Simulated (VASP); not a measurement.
Here is a VASP 6.6.1 calculation.

File INCAR:

```
  PREC = Accurate
  ENCUT = 520
  EDIFF = 1E-6
  ISMEAR = -1
  SIGMA = 0.1
  LREAL = False
  LASPH = True
  NELM = 60
  ALGO = Normal
  ISIF = 2
  LWAVE = False
  LCHARG = False
  GGA = PE
  NBANDS = 13
```

The input KPOINTS:

```
regular mesh
0
Gamma
  17 17 17
```

POSCAR

```
Sn
1.0
    3.1243143680      0.0000000000      0.0000000000
    0.0000000000      3.1243143680      0.0000000000
    0.0000000000      0.0000000000      3.1243143680
Sn
1
Direct
    0.0000000000      0.0000000000      0.0000000000
```

Potentials or basis: VASP PAW PBE potentials, release 64 (Sn_d).

Command:

```bash
$ cat potpaw_PBE.64/Sn_d/POTCAR > POTCAR
$ mpirun -np 1 vasp_std > vasp.out
```

Problem. What does it give for the band gap on the k mesh?

Solution. Zero (bands 7 and 8 overlap by 7.01 eV).

Problem. Estimate the pressure.

Solution. -1.4 GPa.

Caveat: spin-orbit coupling is left out, which moves the levels of the heavy elements.
